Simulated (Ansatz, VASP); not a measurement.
## C: VASP beside Ansatz

```
C
1.0
     1.16663    0.67355    3.17966
    -1.16663    0.67355    3.17966
     0.00000   -1.34710    3.17966
C
2
Direct
  0.16400 0.16400 0.16400
  0.83600 0.83600 0.83600
```

Change from the starting cell: strain -0.050 along x and y, -0.050 along z, atoms carried along.

Alike in both runs: task single point; functional r2SCAN; k mesh 12 × 12 × 12; occupations gaussian, width 0.05 eV; no spin polarisation.

|  | VASP | Ansatz |
| --- | --- | --- |
| version | VASP 6.6.1 | Ansatz 0.2.0 |
| potentials or method | VASP PAW PBE potentials, release 64 (C), cutoff 520 eV | scalar-relativistic, plane waves, PAW |
| valence electrons in the cell | 8 | 8 |

|  | VASP | Ansatz | Ansatz less VASP |
| --- | --- | --- | --- |
| gap on the k mesh at the Fermi level (eV) | 0.98 | 0.99 | +0.001 |
| least direct gap on the mesh (eV) | 0.98 | 0.99 | +0.001 |
| pressure (GPa) | 59.1 | 58.3 | -0.79 |
| traceless stress, the component that is largest in VASP (GPa) | -55.79 | -54.85 | +0.941 |
| rms of the force components (eV/Å) | 0.458 | 0.462 | +0.0041 |

VASP's potentials were made for PBE, not for r2SCAN. Atom by atom the forces differ by 0.004 eV/Å (rms over components). Both programs put the cell under a high pressure, so it lies far from rest at this level. With one functional, cell and mesh, what is left measures potentials, basis and numerics.
